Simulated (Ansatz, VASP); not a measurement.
# Si: VASP beside Ansatz

```
CELL_PARAMETERS angstrom
6.72716 0.00000 0.00000
-3.36358 5.82589 0.00000
0.00000 0.00000 4.07762
ATOMIC_POSITIONS crystal
Si 0.24613 0.98970 0.85276
Si 0.01030 0.25643 0.51942
Si 0.74357 0.75387 0.18609
Si 0.01030 0.75387 0.48058
Si 0.74357 0.98970 0.81391
Si 0.24613 0.25643 0.14724
Si 0.25207 0.74793 0.16667
Si 0.25207 0.50415 0.83333
Si 0.49585 0.74793 0.50000
```

Alike in both runs: task relaxation of cell and atoms; functional PBE; k mesh 3 × 3 × 4; occupations gaussian, width 0.1 eV; no spin polarisation.

|  | VASP | Ansatz |
| --- | --- | --- |
| version | VASP 6.6.1 | Ansatz 0.2.0 |
| potentials or method | VASP PAW PBE potentials, release 64 (Si), cutoff 600 eV | scalar-relativistic, plane waves, PAW |
| valence electrons in the cell | 36 | 36 |

|  | VASP | Ansatz | Ansatz less VASP |
| --- | --- | --- | --- |
| gap on the k mesh at the Fermi level, each at its own relaxed structure (eV) | none | none | - |
| relaxed volume (Å³/atom) | 23.04 | 18.95 | -4.085 |
| relaxed cell length with the largest relative difference (Å) | 7.732 | 7.216 | -0.5156 |

A gap of «none» marks a metal or a gap that the smearing closes. One of these differences is far larger than is usual between the two programs; its cause wasn't traced.

The k mesh is coarse, so the values compare programs but aren't converged. Noted on VASP's run: the volume moved by over 15 % at a fixed basis, so the end points are rough.
